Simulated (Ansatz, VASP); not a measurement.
One calculation of Pb, two programs

```
CELL_PARAMETERS angstrom
3.53936 0.00000 0.00000
-1.76968 3.06518 0.00000
0.00000 0.00000 5.85993
ATOMIC_POSITIONS crystal
Pb 0.33333 0.66667 0.25000
Pb 0.66667 0.33333 0.75000
```

Alike in both runs: functional PBE; k mesh 14 × 14 × 8; occupations gaussian, width 0.05 eV; no spin polarisation.

Ansatz relaxed the structure, and its values are those at the end. VASP's run is a single point on that final structure, the one shown.

```csv
,VASP,Ansatz
version,VASP 6.6.1,Ansatz 0.2.0
potentials or method,"VASP PAW PBE potentials, release 64 (Pb_d), cutoff 520 eV","scalar-relativistic, plane waves, PAW"
valence electrons in the cell,28,28
```

```tsv
	VASP	Ansatz	Ansatz less VASP
gap on the k mesh at the Fermi level (eV)	none	none	-
pressure (GPa)	-0.1	0.0	+0.07
```

A gap of «none» marks a metal or a gap that the smearing closes.

Neither program's run includes spin-orbit coupling.
